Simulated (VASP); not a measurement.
The system is Zr2B.

```
Zr B
1.0
     3.09674    0.00000    0.00000
    -1.54837    2.68186    0.00000
     0.00000    0.00000    6.50744
Zr B
2 1
Cartesian
  0.0000 1.7879 1.8579
  1.5484 0.8940 4.6496
  0.0000 0.0000 0.0000
```

The cell was built from a structure type or drawn by symmetry, and may not be a known phase.

| Item | Value |
| --- | --- |
| Program | VASP 6.6.1 |
| Task | relaxation of cell and atoms |
| Functional | PBE |
| Potentials or basis | VASP PAW PBE potentials, release 64 (Zr_sv, B) |
| Cutoff | 600 eV |
| k mesh | 6 × 6 × 4 |
| Occupations | gaussian, width 0.1 eV |
| Spin | no spin polarisation |

At the start: pressure -1.6 GPa; volume 18.01 Å³/atom.

How do energy, volume and symmetry change on relaxing?

Over 15 steps the energy falls by 457.2 meV/atom and the volume is 18.84 Å³/atom (+4.6 %); space group P-3m1 (No. 164, to 0.1 Å) before and after.

The path:
| step | energy change (eV) | largest force (eV/Å) | pressure (GPa) | volume (Å³) |
| --- | --- | --- | --- | --- |
| 1 | 0.0000 | 1.4294 | -1.57 | 54.04 |
| 2 | -0.7726 | 1.2399 | 2.90 | 52.31 |
| 3 | -0.8226 | 0.4395 | 17.53 | 47.84 |
| 4 | -1.0416 | 1.0014 | 8.41 | 50.10 |
| 5 | -1.0437 | 0.7632 | 10.62 | 49.51 |
| 6 | -1.0688 | 0.1913 | -6.51 | 58.62 |
| 7 | -1.2236 | 0.4615 | 0.58 | 54.10 |
| 8 | -1.2239 | 0.4789 | 0.96 | 53.90 |
| 9 | -1.3048 | 0.4798 | 0.09 | 54.75 |
| 10 | -1.3508 | 0.4751 | -0.57 | 55.68 |
| 11 | -1.3548 | 0.4760 | -0.71 | 55.98 |
| 12 | -1.3597 | 0.2946 | 2.94 | 55.41 |
| 13 | -1.3674 | 0.0562 | 1.28 | 55.65 |
| 14 | -1.3701 | 0.0346 | -0.66 | 57.04 |
| 15 | -1.3716 | 0.0019 | 0.04 | 56.52 |

Final structure:
```
Zr B
1.0
     3.42922    0.00000    0.00000
    -1.71461    2.96980    0.00000
     0.00000    0.00000    5.54957
Zr B
2 1
Direct
  0.33333 0.66667 0.23558
  0.66667 0.33333 0.76442
  0.00000 0.00000 0.00000
```

Caveat: the k points lie up to 0.35 Å⁻¹ apart in the final cell, too coarse for converged energies and pressures of a metal.
